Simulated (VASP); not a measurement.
# MgB2: single point with PBEsol

Crystal: MgB2.

```
Mg B
1.0
     3.08500    0.00000    0.00000
    -1.54250    2.67169    0.00000
     0.00000    0.00000    7.04600
Mg B
2 4
Direct
  0.00000 0.00000 0.00000
  0.00000 0.00000 0.50000
  0.33333 0.66667 0.25000
  0.66667 0.33333 0.25000
  0.33333 0.66667 0.75000
  0.66667 0.33333 0.75000
```

- Program: VASP 6.6.1
- Task: single point
- Functional: PBEsol
- Potentials or basis: VASP PAW PBE potentials, release 64 (Mg, B)
- Cutoff: 600 eV
- k mesh: 6 × 6 × 3
- Occupations: fermi-dirac, width 0.1 eV
- Spin: no spin polarisation
- Dipole correction: no
- Further INCAR settings: ALGO = Normal; EDIFF = 1e-06; NBANDS = 17

```
Pressure               : -3.0 GPa
Band gap on the k mesh : zero (bands 8 and 9 overlap by 1.32 eV)
```

Stress tensor (GPa, compression positive):
```
-2.49  0.00  0.00
 0.00 -2.49  0.00
 0.00  0.00 -4.15
```

Levels at points of the mesh, in eV from the Fermi level:
| k point | band 4 | band 5 | band 6 | band 7 | band 8 | band 9 | band 10 | band 11 | band 12 | band 13 |
| --- | --- | --- | --- | --- | --- | --- | --- | --- | --- | --- |
| (0.00, 0.00, 0.00) | -2.98 | 0.35 | 0.35 | 0.73 | 0.73 | 1.57 | 6.25 | 6.25 | 6.58 | 6.58 |
| (0.50, 0.00, 0.00) | -6.95 | -3.64 | -2.19 | -1.90 | -1.38 | 0.17 | 3.03 | 3.79 | 5.24 | 5.65 |

It took 78 s on 1 thread of Intel Xeon 8259CL, on a shared host, peak memory 0.19 GiB.

Caveat: the k points lie up to 0.39 Å⁻¹ apart, too coarse for converged energies and pressures of a metal; the PAW data sets were made with another functional, which shifts forces and pressure a little.
